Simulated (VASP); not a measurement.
A run of VASP 6.6.1:

File INCAR:

```
SYSTEM = C18Se
PREC = Accurate
ENCUT = 520
EDIFF = 1E-6
ISMEAR = 0
SIGMA = 0.05
LREAL = Auto
LASPH = .True.
NELM = 100
ALGO = Normal
ISIF = 2
LWAVE = .False.
LCHARG = .False.
GGA = PS
NBANDS = 54
```

KPOINTS

```
regular mesh
0
Gamma
  2 2 1
  0 0 0
```

Contents of POSCAR:

```
C18Se
1.0
    7.3980000000      0.0000000000      0.0000000000
   -3.6990000000      6.4068560000      0.0000000000
    0.0000000000      0.0000000000     11.0000000000
C Se
18 1
Direct
    0.0090638111      0.0053111854      0.0869055455
    0.2311181428      0.1168145499      0.0872220000
    0.0103676238      0.3372359235      0.0952412727
    0.2322091258      0.4508983814      0.0876645455
    0.0112697227      0.6760206566      0.0948950909
    0.2315649649      0.7845259828      0.0860546364
    0.3415067719      0.0056431735      0.0846485455
    0.5637521000      0.1169467520      0.0849891818
    0.3422293185      0.3387711539      0.0862497273
    0.5631658834      0.4500046513      0.0868091818
    0.3422645319      0.6719810778      0.0843522727
    0.5646634226      0.7835723169      0.0831601818
    0.6761384631      0.0060301028      0.0846002727
    0.8973995392      0.1162248691      0.0877432727
    0.6712588114      0.3362683663      0.0917062727
    0.8968114093      0.4497041919      0.1071047273
    0.6755610405      0.6723161875      0.0856945455
    0.8980834989      0.7850034401      0.0881934545
   -0.0882790190      0.4572127109      0.2967655455
```

Potentials or basis: VASP PAW PBE potentials, release 64 (C, Se).

The run is started by

```bash
$ cat potpaw_PBE.64/C/POTCAR potpaw_PBE.64/Se/POTCAR > POTCAR
$ mpirun -np 1 vasp_std > vasp.out
```

Hardware: 1 thread of Intel(R) Xeon(R) 6975P-C (Granite Rapids) (shared host).

Question: How long does it take, and how much memory?

Answer: It took 2.4 min on 1 thread of Intel(R) Xeon(R) 6975P-C (Granite Rapids) (shared host), peak memory 0.55 GiB. Counts: scf iterations 22, k points 4.
